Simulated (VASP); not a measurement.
# CaSe (F-43m) in VASP: further runs, part 2 of 2

VASP 6.6.1. The steps go on from the part before.

## Step 3: Single point, PBE

INCAR reads:

```
SYSTEM = CaSe
PREC     = Accurate       ! precision mode
ENCUT    = 500            ! plane-wave cutoff, eV
EDIFF    = 1E-6           ! SCF threshold, eV
ISMEAR   = 0              ! smearing method
SIGMA    = 0.01           ! smearing width, eV
LREAL    = .False.        ! projectors in reciprocal space
LASPH    = .True.         ! aspherical terms in the spheres
NELM     = 120            ! most SCF steps
ALGO     = Normal         ! electronic algorithm
ISIF     = 2              ! what is computed and relaxed
LWAVE    = .False.        ! write WAVECAR
LCHARG   = .False.        ! write CHGCAR
GGA      = PE             ! functional
NBANDS   = 15             ! bands
GGA_COMPAT= .False.
```

KPOINTS reads:

```
regular mesh
0
Gamma
  2 2 2
  0 0 0
```

POSCAR reads:

```
CaSe
1.0
    0.0000000000      3.2795613675      3.2795613675
    3.2795613675      0.0000000000      3.2795613675
    3.2795613675      3.2795613675      0.0000000000
Ca Se
1 1
Direct
    0.0000000000      0.0000000000      0.0000000000
    0.2500000000      0.2500000000      0.2500000000
```

Potentials or basis: VASP PAW PBE potentials, release 64 (Ca_sv, Se).

On the command line:

```sh
> cat potpaw_PBE.64/Ca_sv/POTCAR potpaw_PBE.64/Se/POTCAR > POTCAR
> mpirun -np 1 vasp_std > vasp.out
```

OUTCAR:

```text
SYSTEM = CaSe
   PREC = Accurate
   ENCUT = 500
   EDIFF = 1E-6
   ISMEAR = 0
   LREAL = .False.
   LASPH = .True.
   NELM = 120
   ISIF = 2
   GGA = PE

 ion  position               nearest neighbor table
   1  0.000  0.000  0.000-   2 2.84   2 2.84   2 2.84   2 2.84
   2  0.250  0.250  0.250-   1 2.84   1 2.84   1 2.84   1 2.84

  LATTYP: Found a face centered cubic cell.
 ALAT       =     6.5591227350

  Lattice vectors:

 A1 = (   0.0000000000,   3.2795613675,   3.2795613675)
 A2 = (   3.2795613675,   0.0000000000,   3.2795613675)
 A3 = (   3.2795613675,   3.2795613675,   0.0000000000)

Analysis of symmetry for initial positions (statically):
=====================================================================
 Subroutine PRICEL returns:
 Original cell was already a primitive cell.

 Routine SETGRP: Setting up the symmetry group for a
 face centered cubic supercell.

 Subroutine GETGRP returns: Found 24 space group operations
 (whereof 24 operations were pure point group operations)
 out of a pool of 48 trial point group operations.

The static configuration has the point symmetry T_d .

Analysis of symmetry for dynamics (positions and initial velocities):
=====================================================================
 Subroutine PRICEL returns:
 Original cell was already a primitive cell.

 Routine SETGRP: Setting up the symmetry group for a
 face centered cubic supercell.

 Subroutine GETGRP returns: Found 24 space group operations
 (whereof 24 operations were pure point group operations)
 out of a pool of 48 trial point group operations.

The dynamic configuration has the point symmetry T_d .

 Subroutine INISYM returns: Found 24 space group operations
 (whereof 24 operations are pure point group operations),
 and found     1 'primitive' translations

----------------------------------------------------------------------------------------

                                     Primitive cell

  volume of cell :      70.5468

  direct lattice vectors                    reciprocal lattice vectors
     0.000000000  3.279561367  3.279561367    -0.152459413  0.152459413  0.152459413
     3.279561367  0.000000000  3.279561367     0.152459413 -0.152459413  0.152459413
     3.279561367  3.279561367  0.000000000     0.152459413  0.152459413 -0.152459413

  length of vectors
     4.638000165  4.638000165  4.638000165     0.264067449  0.264067449  0.264067449

  position of ions in fractional coordinates (direct lattice)
     0.000000000  0.000000000  0.000000000
     0.250000000  0.250000000  0.250000000

  ion indices of the primitive-cell ions
   primitive index   ion index
                 1           1
                 2           2

----------------------------------------------------------------------------------------

 KPOINTS: regular mesh

Automatic generation of k-mesh.
 Grid dimensions read from file:
 generate k-points for:    2    2    2

 Generating k-lattice:

  Cartesian coordinates                     Fractional coordinates (reciprocal lattice)
    -0.076229706  0.076229706  0.076229706     0.500000000  0.000000000  0.000000000
     0.076229706 -0.076229706  0.076229706     0.000000000  0.500000000  0.000000000
     0.076229706  0.076229706 -0.076229706     0.000000000  0.000000000  0.500000000

  Length of vectors
     0.132033724  0.132033724  0.132033724

  Shift w.r.t. Gamma in fractional coordinates (k-lattice)
     0.000000000  0.000000000  0.000000000

 Subroutine IBZKPT returns following result:
 ===========================================

 Found      3 irreducible k-points:

 Following reciprocal coordinates:
            Coordinates               Weight
  0.000000  0.000000  0.000000      1.000000
  0.500000  0.000000  0.000000      4.000000
  0.500000  0.500000  0.000000      3.000000
   k-points           NKPTS =      3   k-points in BZ     NKDIM =      3   number of bands    NBANDS=     15
   number of dos      NEDOS =    301   number of ions     NIONS =      2
   total plane-waves  NPLWV =  46656
   dimension x,y,z NGX =    36 NGY =   36 NGZ =   36
   dimension x,y,z NGXF=    72 NGYF=   72 NGZF=   72
   ions per type =               1   1
   NGX,Y,Z   is equivalent  to a cutoff of  12.90, 12.90, 12.90 a.u.
   NGXF,Y,Z  is equivalent  to a cutoff of  25.81, 25.81, 25.81 a.u.
 SYSTEM =  CaSe
   PREC   = accura    normal or accurate (medium, high low for compatibility)
   ISTART =      0    job   : 0-new  1-cont  2-samecut
   ICHARG =      2    charge: 1-file 2-atom 10-const
   ISPIN  =      1    spin polarized calculation?
   LNONCOLLINEAR =      F non collinear calculations
   LSORBIT =      F    spin-orbit coupling
   LASPH  =      T    aspherical Exc in radial PAW
   ENCUT  =  500.0 eV  36.75 Ry    6.06 a.u.   8.46  8.46  8.46*2*pi/ulx,y,z
   NELM   =    120;   NELMIN=  2; NELMDL= -5     # of ELM steps
   EDIFF  = 0.1E-05   stopping-criterion for ELM
   LREAL  =      F    real-space projection
   EDIFFG = 0.1E-04   stopping-criterion for IOM
   NSW    =      0    number of steps for IOM
   IBRION =     -1    ionic relax: 0-MD 1-quasi-New 2-CG
   NFREE  =      0    steps in history (QN), initial steepest desc. (CG)
   ISIF   =      2    stress and relaxation
   ISYM   =      2    0-nonsym 1-usesym 2-fastsym
   POTIM  = 0.5000    time-step for ionic-motion
   TEBEG  =    0.0;   TEEND  =   0.0 temperature during run
   PSTRESS=    0.0 pullay stress
   NELECT =      16.0000    total number of electrons
   NUPDOWN=      -1.0000    fix difference up-down
   EMIN   =  10.00;   EMAX   =-10.00  energy-range for DOS
   EFERMI =   0.00;   METHOD = LEGACY
   ISMEAR =     0;   SIGMA  =   0.01  broadening in eV -4-tet -1-fermi 0-gaus
   EFERMI_NEDOS =   21; number of points for ismear=-14 and -15
   IALGO  =     38    algorithm
   IMIX   =      4    mixing-type and parameters
     AMIX     =   0.40;   BMIX     =  1.00
     AMIX_MAG =   1.60;   BMIX_MAG =  1.00
  volume/ion in A,a.u.               =      35.27       238.04
  Fermi-wavevector in a.u.,A,eV,Ry     =   0.998364  1.886635 13.561354  0.996731
  Thomas-Fermi vector in A             =   2.130583
   LORBIT       =      0    0 simple, 1 ext, 2 COOP (PROOUT), +10 PAW based schemes
   GGA     = PE    functional components
   LHFCALC =     F    Hartree Fock is set to
   AEXX    =    0.0000 exact exchange contribution
   IVDW    =     0    specifies the selected vdW correction
   LEPSILON=     F    determine dielectric tensor
   LRPA    =     F    only Hartree local field effects (RPA)
 non-spin polarized calculation
 Gauss-broadening in eV      SIGMA  =   0.01
  energy-cutoff  :      500.00
  volume of cell :       70.55
 maximum number of plane-waves:      1807
 NGX is ok and might be reduce to    36
   NGX = 17   NGY = 17   NGZ = 17

 number of electron      16.0000003 magnetization

 Free energy of the ion-electron system (eV)
  ---------------------------------------------------
  ext. energy  EPLUGINS =         0.00000000
  ---------------------------------------------------
  free energy    TOTEN  =        -8.75650137 eV

  energy without entropy =       -8.75650137  energy(sigma->0) =       -8.75650137

 E-fermi :  -0.1212     XC(G=0):  -7.5462

 val. band max:       -0.2089398544   @ k =   0.5000   0.0000   0.0000
 cond. band min:       3.0011754476   @ k =   0.0000   0.0000   0.0000
 fundamental gap:      3.2101153020
 Fermi energy:        -0.1211971491

 k-point     1 :       0.0000    0.0000    0.0000
  band No.  band energies     occupation
      1     -39.2662      2.00000
      2     -20.2886      2.00000
      3     -20.2886      2.00000
      4     -20.2886      2.00000
      5     -10.4877      2.00000
      6      -0.2904      2.00000
      7      -0.2904      2.00000
      8      -0.2904      2.00000
      9       3.0012      0.00000
     10       5.1471      0.00000
     11       5.1471      0.00000
     12       7.1811      0.00000
     13       7.1811      0.00000
     14       7.1811      0.00000
     15       8.8625      0.00000

 k-point     2 :       0.5000    0.0000    0.0000
  band No.  band energies     occupation
      1     -39.2644      2.00000
      2     -20.3335      2.00000
      3     -20.2942      2.00000
      4     -20.2942      2.00000
      5     -10.2247      2.00000
      6      -1.4213      2.00000
      7      -0.2089      2.00000
      8      -0.2089      2.00000
      9       4.8706      0.00000
     10       5.2690      0.00000
     11       5.2690      0.00000
     12       5.6233      0.00000
     13       6.1396      0.00000
     14       6.1396      0.00000
     15       8.7119      0.00000

 k-point     3 :       0.5000    0.5000    0.0000
  band No.  band energies     occupation
      1     -39.2638      2.00000
      2     -20.3361      2.00000
      3     -20.3019      2.00000
      4     -20.3019      2.00000
      5     -10.1397      2.00000
      6      -1.4495      2.00000
      7      -0.2281      2.00000
      8      -0.2281      2.00000
      9       3.3247      0.00000
     10       4.7586      0.00000
     11       5.8766      0.00000
     12       5.8766      0.00000
     13       5.9045      0.00000
     14       7.8141      0.00000
     15       9.1257      0.00000

------------------------ aborting loop because EDIFF is reached ----------------------------------------

  FORCE on cell =-STRESS in cart. coord.  units (eV):
  Direction    XX          YY          ZZ          XY          YZ          ZX
  --------------------------------------------------------------------------------------
  -------------------------------------------------------------------------------------
  Total        0.4727230      0.4727230      0.4727230     -0.0000000      0.0000000     -0.0000000
  in kB       10.7359396     10.7359396     10.7359396     -0.0000000      0.0000000     -0.0000000
  external PRESSURE =      10.7359396 kB  Pullay stress =       0.0000000 kB

 VOLUME and BASIS-vectors are now :
 -----------------------------------------------------------------------------
  energy-cutoff  :      500.00
  volume of cell :       70.55
      direct lattice vectors                 reciprocal lattice vectors
     0.000000000  3.279561367  3.279561367    -0.152459413  0.152459413  0.152459413
     3.279561367  0.000000000  3.279561367     0.152459413 -0.152459413  0.152459413
     3.279561367  3.279561367  0.000000000     0.152459413  0.152459413 -0.152459413

 POSITION                                       TOTAL-FORCE (eV/Angst)
 -----------------------------------------------------------------------------------
      0.00000      0.00000      0.00000         0.000000      0.000000      0.000000
      1.63978      1.63978      1.63978        -0.000000     -0.000000     -0.000000
 -----------------------------------------------------------------------------------
    total drift:                                0.000000      0.000000      0.000000

  FREE ENERGIE OF THE ION-ELECTRON SYSTEM (eV)
  ---------------------------------------------------
  free  energy   TOTEN  =        -8.7565013651 eV

  energy  without entropy=       -8.7565013651  energy(sigma->0) =       -8.75650137
```

Run time: 21 s. Hardware: 1 thread of AMD EPYC, shared host; peak memory 0.16 GiB.

Results:

```yaml
Free_energy: -8.7565 eV
Pressure: 1.1 GPa
Band_gap_on_the_k_mesh: 3.21 eV (least direct gap 3.29 eV)
```

Levels at points of the mesh, in eV from the valence-band top:
```
           k point  band 4  band 5  band 6  band 7  band 8  band 9  band 10  band 11  band 12  band 13
(0.00, 0.00, 0.00)  -20.08  -10.28   -0.08   -0.08   -0.08    3.21     5.36     5.36     7.39     7.39
(0.50, 0.00, 0.00)  -20.09  -10.02   -1.21    0.00    0.00    5.08     5.48     5.48     5.83     6.35
(0.50, 0.50, 0.00)  -20.09   -9.93   -1.24   -0.02   -0.02    3.53     4.97     6.09     6.09     6.11
```

Caveat: the k points lie up to 0.83 Å⁻¹ apart. A k mesh can miss the band edges.
